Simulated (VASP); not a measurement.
# PrBe3Si (P6/mmm) in VASP: single point with PBE

Aim: the single point of PrBe3Si with PBE.

Everything below comes from runs of VASP 6.6.1. Logs are shortened: lines on timing, memory, paths and dates and some standing lists are left out, and cuts for length are marked.

## 1. The cell of the first run

The structure is hexagonal, space group P6/mmm (No. 191). Conventional cell: a = 5.224 Å, b = 5.224 Å, c = 5.619 Å, α = 90.00°, β = 90.00°, γ = 120.00°. Pr (site symmetry 6/mmm) has 6 Be at 2.61 Å and 2 Si at 2.81 Å within 3.4 Å. Within 3.4 Å of Be (site symmetry mmm) lie 4 Be at 2.61 Å and 2 Pr at 2.61 Å. Within 3.7 Å of Si (site symmetry 6/mmm) lie 2 Pr at 2.81 Å.

## 2. Single point, PBE

INCAR

```
PREC = Accurate
ENCUT = 600
EDIFF = 1E-6
ISMEAR = 0
SIGMA = 0.2
LREAL = F
LASPH = T
NELM = 200
ALGO = Normal
ISIF = 2
LWAVE = F
LCHARG = F
GGA = PE
NBANDS = 20
GGA_COMPAT = F
LMAXMIX = 6
```

KPOINTS

```
regular mesh
0
Gamma
  4 4 4
```

POSCAR

```
PrBe3Si
1.0
    5.2241074453      0.0000000000      0.0000000000
   -2.6120537226      4.5242097597      0.0000000000
    0.0000000000      0.0000000000      5.6194503553
Pr Be Si
1 3 1
Direct
    0.0000000000      0.0000000000      0.0000000000
    0.5000000000      0.0000000000      0.0000000000
    0.0000000000      0.5000000000      0.0000000000
    0.5000000000      0.5000000000      0.0000000000
    0.0000000000      0.0000000000      0.5000000000
```

Potentials or basis: VASP PAW PBE potentials, release 64 (Pr, Be, Si).

Started as:

```sh
> cat potpaw_PBE.64/Pr/POTCAR potpaw_PBE.64/Be/POTCAR potpaw_PBE.64/Si/POTCAR > POTCAR
> mpirun -np 1 vasp_std > vasp.out
```

OUTCAR:

```text
PREC = Accurate
   ENCUT = 600
   EDIFF = 1E-6
   ISMEAR = 0
   LREAL = F
   LASPH = T
   NELM = 200
   ISIF = 2
   GGA = PE

 ion  position               nearest neighbor table
   1  0.000  0.000  0.000-   3 2.61   3 2.61   4 2.61   4 2.61   2 2.61   2 2.61   5 2.81   5 2.81

   2  0.500  0.000  0.000-   1 2.61   1 2.61
   3  0.000  0.500  0.000-   1 2.61   1 2.61
   4  0.500  0.500  0.000-   1 2.61   1 2.61
   5  0.000  0.000  0.500-   1 2.81   1 2.81

  LATTYP: Found a hexagonal cell.
 ALAT       =     5.2241074453
 C/A-ratio  =     1.0756766422

  Lattice vectors:

 A1 = (   5.2241074453,   0.0000000000,   0.0000000000)
 A2 = (  -2.6120537226,   4.5242097597,   0.0000000000)
 A3 = (   0.0000000000,   0.0000000000,   5.6194503553)

Analysis of symmetry for initial positions (statically):
=====================================================================
 Subroutine PRICEL returns:
 Original cell was already a primitive cell.

 Routine SETGRP: Setting up the symmetry group for a
 hexagonal supercell.

 Subroutine GETGRP returns: Found 24 space group operations
 (whereof 24 operations were pure point group operations)
 out of a pool of 24 trial point group operations.

The static configuration has the point symmetry D_6h.

Analysis of symmetry for dynamics (positions and initial velocities):
=====================================================================
 Subroutine PRICEL returns:
 Original cell was already a primitive cell.

 Routine SETGRP: Setting up the symmetry group for a
 hexagonal supercell.

 Subroutine GETGRP returns: Found 24 space group operations
 (whereof 24 operations were pure point group operations)
 out of a pool of 24 trial point group operations.

The dynamic configuration has the point symmetry D_6h.

 Subroutine INISYM returns: Found 24 space group operations
 (whereof 24 operations are pure point group operations),
 and found     1 'primitive' translations

----------------------------------------------------------------------------------------

                                     Primitive cell

  volume of cell :     132.8155

  direct lattice vectors                    reciprocal lattice vectors
     5.224107445  0.000000000  0.000000000     0.191420259  0.110516538  0.000000000
    -2.612053723  4.524209760  0.000000000     0.000000000  0.221033076  0.000000000
     0.000000000  0.000000000  5.619450355     0.000000000  0.000000000  0.177953347

  length of vectors
     5.224107445  5.224107445  5.619450355     0.221033076  0.221033076  0.177953347

  position of ions in fractional coordinates (direct lattice)
     0.000000000  0.000000000  0.000000000
     0.500000000  0.000000000  0.000000000
     0.000000000  0.500000000  0.000000000
     0.500000000  0.500000000  0.000000000
     0.000000000  0.000000000  0.500000000

  ion indices of the primitive-cell ions
   primitive index   ion index
                 1           1
                 2           2
                 3           3
                 4           4
                 5           5

----------------------------------------------------------------------------------------

 KPOINTS: regular mesh

Automatic generation of k-mesh.
 Grid dimensions read from file:
 generate k-points for:    4    4    4

 Generating k-lattice:

  Cartesian coordinates                     Fractional coordinates (reciprocal lattice)
     0.047855065  0.027629135  0.000000000     0.250000000  0.000000000  0.000000000
     0.000000000  0.055258269  0.000000000     0.000000000  0.250000000  0.000000000
     0.000000000  0.000000000  0.044488337     0.000000000  0.000000000  0.250000000

  Length of vectors
     0.055258269  0.055258269  0.044488337

  Shift w.r.t. Gamma in fractional coordinates (k-lattice)
     0.000000000  0.000000000  0.000000000

 Subroutine IBZKPT returns following result:
 ===========================================

 Found     12 irreducible k-points:

 Following reciprocal coordinates:
            Coordinates               Weight
  0.000000  0.000000  0.000000      1.000000
  0.250000  0.000000  0.000000      6.000000
  0.500000  0.000000  0.000000      3.000000
  0.250000  0.250000  0.000000      6.000000
  0.000000  0.000000  0.250000      2.000000
  0.250000  0.000000  0.250000     12.000000
  0.500000  0.000000  0.250000      6.000000
  0.250000  0.250000  0.250000     12.000000
  0.000000  0.000000  0.500000      1.000000
  0.250000  0.000000  0.500000      6.000000
  0.500000  0.000000  0.500000      3.000000
  0.250000  0.250000  0.500000      6.000000
   k-points           NKPTS =     12   k-points in BZ     NKDIM =     12   number of bands    NBANDS=     20
   number of dos      NEDOS =    301   number of ions     NIONS =      5
   total plane-waves  NPLWV =  84672
   dimension x,y,z NGX =    42 NGY =   42 NGZ =   48
   dimension x,y,z NGXF=    84 NGYF=   84 NGZF=   96
   ions per type =               1   3   1
   NGX,Y,Z   is equivalent  to a cutoff of  13.37, 13.37, 14.20 a.u.
   NGXF,Y,Z  is equivalent  to a cutoff of  26.73, 26.73, 28.40 a.u.
 SYSTEM =  unknown system
   PREC   = accura    normal or accurate (medium, high low for compatibility)
   ISTART =      0    job   : 0-new  1-cont  2-samecut
   ICHARG =      2    charge: 1-file 2-atom 10-const
   ISPIN  =      1    spin polarized calculation?
   LNONCOLLINEAR =      F non collinear calculations
   LSORBIT =      F    spin-orbit coupling
   LASPH  =      T    aspherical Exc in radial PAW
   ENCUT  =  600.0 eV  44.10 Ry    6.64 a.u.  10.43 10.43 11.22*2*pi/ulx,y,z
   NELM   =    200;   NELMIN=  2; NELMDL= -5     # of ELM steps
   EDIFF  = 0.1E-05   stopping-criterion for ELM
   LREAL  =      F    real-space projection
   EDIFFG = 0.1E-04   stopping-criterion for IOM
   NSW    =      0    number of steps for IOM
   IBRION =     -1    ionic relax: 0-MD 1-quasi-New 2-CG
   NFREE  =      0    steps in history (QN), initial steepest desc. (CG)
   ISIF   =      2    stress and relaxation
   ISYM   =      2    0-nonsym 1-usesym 2-fastsym
   POTIM  = 0.5000    time-step for ionic-motion
   TEBEG  =    0.0;   TEEND  =   0.0 temperature during run
   PSTRESS=    0.0 pullay stress
   NELECT =      23.0000    total number of electrons
   NUPDOWN=      -1.0000    fix difference up-down
   EMIN   =  10.00;   EMAX   =-10.00  energy-range for DOS
   EFERMI =   0.00;   METHOD = LEGACY
   ISMEAR =     0;   SIGMA  =   0.20  broadening in eV -4-tet -1-fermi 0-gaus
   EFERMI_NEDOS =   21; number of points for ismear=-14 and -15
   IALGO  =     38    algorithm
   IMIX   =      4    mixing-type and parameters
     AMIX     =   0.40;   BMIX     =  1.00
     AMIX_MAG =   1.60;   BMIX_MAG =  1.00
  volume/ion in A,a.u.               =      26.56       179.26
  Fermi-wavevector in a.u.,A,eV,Ry     =   0.912504  1.724382 11.329064  0.832663
  Thomas-Fermi vector in A             =   2.036907
   LORBIT       =      0    0 simple, 1 ext, 2 COOP (PROOUT), +10 PAW based schemes
   GGA     = PE    functional components
   LHFCALC =     F    Hartree Fock is set to
   AEXX    =    0.0000 exact exchange contribution
   IVDW    =     0    specifies the selected vdW correction
   LEPSILON=     F    determine dielectric tensor
   LRPA    =     F    only Hartree local field effects (RPA)
 non-spin polarized calculation
 Gauss-broadening in eV      SIGMA  =   0.20
  energy-cutoff  :      600.00
  volume of cell :      132.82
 maximum number of plane-waves:      4487
 NGX is ok and might be reduce to    42
   NGX = 21   NGY = 21   NGZ = 23

 number of electron      23.0000002 magnetization

 Free energy of the ion-electron system (eV)
  ---------------------------------------------------
  ext. energy  EPLUGINS =         0.00000000
  ---------------------------------------------------
  free energy    TOTEN  =       -13.39941884 eV

  energy without entropy =      -13.00411333  energy(sigma->0) =      -13.20176609

 E-fermi :   1.5794     XC(G=0):  -7.8632

 val. band max:        1.5719243537   @ k =   0.2500   0.2500   0.5000
 cond. band min:       1.5881875706   @ k =   0.2500   0.2500   0.0000
 fundamental gap:      0.0162632170
 Fermi energy:         1.5794457136

 k-point     1 :       0.0000    0.0000    0.0000
  band No.  band energies     occupation
      1     -33.6229      2.00000
      2     -15.9067      2.00000
      3     -15.9067      2.00000
      4     -15.7108      2.00000
      5      -5.0897      2.00000
      6      -3.1052      2.00000
[... 12 lines left out ...]
     19       2.5080      0.00000
     20       3.7456      0.00000

 k-point     2 :       0.2500    0.0000    0.0000
  band No.  band energies     occupation
      1     -33.6232      2.00000
      2     -15.9125      2.00000
      3     -15.9053      2.00000
      4     -15.7076      2.00000
      5      -4.9438      2.00000
      6      -2.7306      2.00000
[... 12 lines left out ...]
     19       3.1982      0.00000
     20       3.3423      0.00000

 k-point     3 :       0.5000    0.0000    0.0000
  band No.  band energies     occupation
      1     -33.6234      2.00000
      2     -15.9182      2.00000
      3     -15.9039      2.00000
      4     -15.7044      2.00000
      5      -4.8000      2.00000
      6      -2.0386      2.00000
[... 12 lines left out ...]
     19       2.8219      0.00000
     20       2.8824      0.00000

 k-point     4 :       0.2500    0.2500    0.0000
  band No.  band energies     occupation
      1     -33.6234      2.00000
      2     -15.9147      2.00000
      3     -15.9075      2.00000
      4     -15.7044      2.00000
      5      -4.7999      2.00000
      6      -2.0701      2.00000
[... 12 lines left out ...]
     19       2.4307      0.00000
     20       3.1348      0.00000

 k-point     5 :       0.0000    0.0000    0.2500
  band No.  band energies     occupation
      1     -33.6227      2.00000
      2     -15.9062      2.00000
      3     -15.9062      2.00000
      4     -15.7321      2.00000
      5      -4.7136      2.00000
      6      -3.1794      2.00000
[... 12 lines left out ...]
     19       2.4681      0.00000
     20       3.5858      0.00000

 k-point     6 :       0.2500    0.0000    0.2500
  band No.  band energies     occupation
      1     -33.6229      2.00000
      2     -15.9119      2.00000
      3     -15.9048      2.00000
      4     -15.7287      2.00000
      5      -4.5686      2.00000
      6      -2.7668      2.00000
[... 12 lines left out ...]
     19       2.4487      0.00000
     20       3.4673      0.00000

 k-point     7 :       0.5000    0.0000    0.2500
  band No.  band energies     occupation
      1     -33.6231      2.00000
      2     -15.9175      2.00000
      3     -15.9033      2.00000
      4     -15.7253      2.00000
      5      -4.4268      2.00000
      6      -2.0425      2.00000
[... 12 lines left out ...]
     19       2.1035      0.00021
     20       2.9182      0.00000

 k-point     8 :       0.2500    0.2500    0.2500
  band No.  band energies     occupation
      1     -33.6231      2.00000
      2     -15.9140      2.00000
      3     -15.9069      2.00000
      4     -15.7253      2.00000
      5      -4.4271      2.00000
      6      -2.0404      2.00000
[... 12 lines left out ...]
     19       2.1869      0.00002
     20       2.8072      0.00000

 k-point     9 :       0.0000    0.0000    0.5000
  band No.  band energies     occupation
      1     -33.6224      2.00000
      2     -15.9056      2.00000
      3     -15.9056      2.00000
      4     -15.7531      2.00000
      5      -4.1365      2.00000
      6      -3.4265      2.00000
[... 12 lines left out ...]
     19       2.4720      0.00000
     20       2.9435      0.00000

 k-point    10 :       0.2500    0.0000    0.5000
  band No.  band energies     occupation
      1     -33.6227      2.00000
      2     -15.9113      2.00000
      3     -15.9042      2.00000
      4     -15.7496      2.00000
      5      -4.0415      2.00000
      6      -2.9150      2.00000
[... 12 lines left out ...]
     19       2.3384      0.00000
     20       3.5079      0.00000

 k-point    11 :       0.5000    0.0000    0.5000
  band No.  band energies     occupation
      1     -33.6229      2.00000
      2     -15.9169      2.00000
      3     -15.9028      2.00000
      4     -15.7460      2.00000
      5      -3.9348      2.00000
      6      -2.0914      2.00000
[... 12 lines left out ...]
     19       1.9596      0.00719
     20       2.8836      0.00000

 k-point    12 :       0.2500    0.2500    0.5000
  band No.  band energies     occupation
      1     -33.6229      2.00000
      2     -15.9133      2.00000
      3     -15.9063      2.00000
      4     -15.7460      2.00000
      5      -3.9363      2.00000
      6      -2.0515      2.00000
[... 12 lines left out ...]
     19       2.0387      0.00116
     20       2.9180      0.00000

------------------------ aborting loop because EDIFF is reached ----------------------------------------

  FORCE on cell =-STRESS in cart. coord.  units (eV):
  Direction    XX          YY          ZZ          XY          YZ          ZX
  --------------------------------------------------------------------------------------
  -------------------------------------------------------------------------------------
  Total       -0.6232689     -0.6232689     -2.1008691     -0.0000000      0.0000000      0.0000000
  in kB       -7.5186070     -7.5186070    -25.3431685     -0.0000000      0.0000000      0.0000000
  external PRESSURE =     -13.4601275 kB  Pullay stress =       0.0000000 kB

 VOLUME and BASIS-vectors are now :
 -----------------------------------------------------------------------------
  energy-cutoff  :      600.00
  volume of cell :      132.82
      direct lattice vectors                 reciprocal lattice vectors
     5.224107445  0.000000000  0.000000000     0.191420259  0.110516538  0.000000000
    -2.612053723  4.524209760  0.000000000     0.000000000  0.221033076  0.000000000
     0.000000000  0.000000000  5.619450355     0.000000000  0.000000000  0.177953347

 POSITION                                       TOTAL-FORCE (eV/Angst)
 -----------------------------------------------------------------------------------
      0.00000      0.00000      0.00000         0.000000      0.000000      0.000000
      2.61205      0.00000      0.00000        -0.000000      0.000000      0.000000
     -1.30603      2.26210      0.00000         0.000000      0.000000      0.000000
      1.30603      2.26210      0.00000        -0.000000      0.000000      0.000000
      0.00000      0.00000      2.80973         0.000000      0.000000      0.000000
 -----------------------------------------------------------------------------------
    total drift:                                0.000000      0.000000     -0.000000

  FREE ENERGIE OF THE ION-ELECTRON SYSTEM (eV)
  ---------------------------------------------------
  free  energy   TOTEN  =       -13.3994188407 eV

  energy  without entropy=      -13.0041133335  energy(sigma->0) =      -13.20176609
```

Wall time 2.4 min (1 thread of Intel Xeon 8259CL, shared host); peak memory 0.3 GiB.

What came out:

- Free energy: -13.3994 eV
- Pressure: -1.3 GPa

Caveat: spin-orbit coupling is left out, which moves the levels of the heavy elements; without U or exact exchange the open f shell lies at the Fermi level, which spoils levels, moments and volumes. Spin polarisation is off, so any magnetic state and its effect on volume and gap are missing.
